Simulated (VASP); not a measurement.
Wanted: the native input for a VASP 6.6.1 run.

| Property | Result |
| --- | --- |
| Task | single point |
| Functional | PBE |
| Potentials or basis | VASP PAW PBE potentials, release 64 (Ga_d, N) |
| Cutoff | 600 eV |
| k mesh | 10 × 10 × 10 |
| Occupations | gaussian, width 0.02 eV |
| Spin | no spin polarisation |
| Dipole correction | no |
| Further INCAR settings | ALGO = Normal; EDIFF = 1e-06; NBANDS = 16 |

The structure of GaN (o.bA) lies in POSCAR:

```
GaN
1.0
    0.0000000000      2.2744128233      2.2744128233
    2.2744128233      0.0000000000      2.2744128233
    2.2744128233      2.2744128233      0.0000000000
Ga N
1 1
Direct
    0.0000000000      0.0000000000      0.0000000000
    0.2500000000      0.2500000000      0.2500000000
```

The input as run:

INCAR

```
PREC = Accurate
ENCUT = 600
EDIFF = 1E-6
ISMEAR = 0
SIGMA = 0.02
LREAL = False
LASPH = True
NELM = 120
ALGO = Normal
ISIF = 2
LWAVE = False
LCHARG = False
GGA = PE
NBANDS = 16
GGA_COMPAT = False
```

KPOINTS

```
Automatic mesh
0
Gamma
  10 10 10
```

Potentials or basis: VASP PAW PBE potentials, release 64 (Ga_d, N).

Run with:

```console
$ cat potpaw_PBE.64/Ga_d/POTCAR potpaw_PBE.64/N/POTCAR > POTCAR
$ mpirun -np 1 vasp_std > vasp.out
```

Results of the run:

The pressure is -0.1 GPa and the band gap on the k mesh is 1.55 eV, direct.

Run time: 11 s on 1 thread of Intel(R) Xeon(R) 6975P-C (Granite Rapids), on a shared host, peak memory 0.16 GiB.
